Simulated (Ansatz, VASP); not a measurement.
## Li2O: VASP beside Ansatz

INCAR

```
SYSTEM = Li2O
PREC = Accurate
ENCUT = 650
EDIFF = 1E-8
ISMEAR = -1
SIGMA = 0.03
LREAL = .False.
LASPH = .True.
NELM = 120
ALGO = Normal
ISIF = 2
LWAVE = .False.
LCHARG = .False.
GGA = PS
LEFG = .True.
NBANDS = 13
GGA_COMPAT = .False.
```

KPOINTS

```
Automatic mesh
0
Gamma
  9 9 9
  0 0 0
```

File POSCAR:

```
Li2O
1.0
    0.0000000000      2.2939995330      2.2939995330
    2.2939995330      0.0000000000      2.2939995330
    2.2939995330      2.2939995330      0.0000000000
Li O
2 1
Direct
    0.2500000000      0.2500000000      0.2500000000
    0.7500000000      0.7500000000      0.7500000000
    0.0000000000      0.0000000000      0.0000000000
```

Input for Ansatz:

```yaml
crystal:
  lattice:
    - [0.0, 2.293999533, 2.293999533]
    - [2.293999533, 0.0, 2.293999533]
    - [2.293999533, 2.293999533, 0.0]
  atoms:
    - { symbol: Li, position: [0.25, 0.25, 0.25] }
    - { symbol: Li, position: [0.75, 0.75, 0.75] }
    - { symbol: O, position: [0.0, 0.0, 0.0] }
kpoints:
  mp_grid: { grid: [9, 9, 9] }
scf:
  occupations: { method: fermi_dirac, width: 0.03 }
hamiltonian:
  xc: pbesol
  pseudopotentials: { kind: paw }
output:
  forces: true
  stress: true
  eigenvalues: true
  efg: { contact_densities: true }
```

Change from the starting cell: volume scaled by 0.98, PAW files.

Alike in both runs: task electric field gradients; functional PBEsol; k mesh 9 × 9 × 9; occupations fermi-dirac, width 0.03 eV; no spin polarisation.

```csv
,VASP,Ansatz
version,VASP 6.6.1,Ansatz 0.2.0
potentials or method,"VASP PAW PBE potentials, release 64 (Li_sv, O)","PAW with Ansatz's default frozen-core files, scalar-relativistic"
plane-wave cutoff (eV),650,420
valence electrons in the cell,12,12
```

|  | VASP | Ansatz | Ansatz less VASP |
| --- | --- | --- | --- |
| gap on the k mesh at the Fermi level (eV) | 4.96 | 4.97 | +0.012 |
| pressure (GPa) | -0.6 | -0.4 | +0.15 |

VASP's potentials were made for PBE, not for PBEsol. With one functional, cell and mesh, what is left measures potentials, basis and numerics.
